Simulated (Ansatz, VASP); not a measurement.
CaSe in VASP and in Ansatz

```xyz
2
Lattice="4.0293 0.0000 0.0000 0.0000 4.0293 0.0000 0.0000 0.0000 23.8000" Properties=species:S:1:pos:R:3 pbc="T T T"
Ca    2.0147    2.0147    7.0000
Se    0.0000    0.0000    7.0000
```

Alike in both runs: functional PBE; k mesh 8 × 8 × 1; occupations gaussian, width 0.02 eV; no spin polarisation.

Ansatz relaxed the structure, and its values are those at the end. VASP's run is a single point on that final structure, the one shown.

```csv
,VASP,Ansatz
version,VASP 6.6.1,Ansatz 0.2.0
potentials or method,"VASP PAW PBE potentials, release 64 (Ca_sv, Se), cutoff 520 eV","scalar-relativistic, plane waves, PAW"
valence electrons in the cell,16,26
```

|  | VASP | Ansatz | Ansatz less VASP |
| --- | --- | --- | --- |
| gap on the k mesh at the Fermi level (eV) | 2.49 | 2.50 | +0.010 |
| least direct gap on the mesh (eV) | 2.49 | 2.50 | +0.010 |

VASP's potentials hold 16 valence electrons a cell and Ansatz's 26, so a difference there can come from the potentials and not from the codes.
